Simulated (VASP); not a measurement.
Input of a VASP 6.6.1 run:

File INCAR:

```
SYSTEM = B
PREC = Accurate
ENCUT = 520
EDIFF = 1E-7
ISMEAR = 0
SIGMA = 0.1
LREAL = .False.
LASPH = .True.
NELM = 80
ALGO = Normal
ISIF = 2
LWAVE = .False.
LCHARG = .False.
GGA = PE
NBANDS = 20
```

The input KPOINTS:

```
regular mesh
0
Gamma
  6 6 2
  0 0 0
```

The input POSCAR:

```
B
1.0
    2.3968587606      0.0000000028      0.0000000000
   -1.1984293827      2.0757405746      0.0000000000
    0.0000000000      0.0000000000      9.2569210259
B
7
Direct
    0.3333333333      0.6666666667      0.7808725370
    0.6666666667      0.3333333333      0.9241937610
    0.3333333333      0.6666666667      0.0758062390
    0.6666666667      0.3333333333      0.2191274630
    0.3333333333      0.6666666667      0.3604430248
    0.0000000000      0.0000000000      0.5000000000
    0.6666666667      0.3333333333      0.6395569752
```

Potentials or basis: VASP PAW PBE potentials, release 64 (B).

The run is started by

```bash
$ cat potpaw_PBE.64/B/POTCAR > POTCAR
$ mpirun -np 1 vasp_std > vasp.out
```

Task: Estimate the pressure.

Result: -0.1 GPa.

Task: Predict the largest force.

Result: 0.015 eV/Å.

Stress tensor (GPa, compression positive):
```
-0.18  0.00  0.00
 0.00 -0.18  0.00
 0.00  0.00 -0.05
```

Caveat: the k points lie up to 0.50 Å⁻¹ apart.
